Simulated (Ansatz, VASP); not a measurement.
**Al2O3 in VASP and in Ansatz**

```xyz
10
Lattice="2.4269 1.4012 4.4168 -2.4269 1.4012 4.4168 0.0000 -2.8024 4.4168" Properties=species:S:1:pos:R:3 pbc="T T T"
Al    0.0000    0.0000   11.2915
Al    0.0000    0.0000    8.5842
Al    0.0000    0.0000    1.9590
Al    0.0000    0.0000    4.6663
O    -1.6826   -0.1120    5.5210
O     0.7443    1.5132    5.5210
O     0.9383   -1.4012    5.5210
O     1.6826    0.1120    7.7294
O    -0.7443   -1.5132    7.7294
O    -0.9383    1.4012    7.7294
```

Alike in both runs: task single point; functional revPBE; dispersion D4; k mesh 7 × 7 × 7; occupations fermi-dirac, width 0.05 eV; no spin polarisation.

|  | VASP | Ansatz |
| --- | --- | --- |
| version | VASP 6.6.1 | Ansatz 0.2.0 |
| potentials or method | VASP PAW PBE potentials, release 64 (Al, O) | Ansatz PAW |
| plane-wave cutoff (eV) | 520 | 420 |
| valence electrons in the cell | 48 | 48 |

VASP gave:

| Quantity | Value |
| --- | --- |
| gap on the k mesh at the Fermi level (eV) | 5.57 |
| least direct gap on the mesh (eV) | 5.57 |
| pressure (GPa) | -12.4 |
| traceless stress, the component that is largest in VASP (GPa) | 0.26 |
| rms of the force components (eV/Å) | 0.015 |

**Question.** Which values does Ansatz return?

**Answer.** gap on the k mesh at the Fermi level (eV): 5.57; least direct gap on the mesh (eV): 5.57; pressure (GPa): -12.0; traceless stress, the component that is largest in VASP (GPa): 0.24; rms of the force components (eV/Å): 0.014.

VASP's potentials were made for PBE, not for revPBE. Atom by atom the forces differ by 0.004 eV/Å (rms over components).

Noted on Ansatz's run: odd divisions of the mesh miss points on the zone boundary, where band edges often lie, so the gap on the mesh can be too wide.
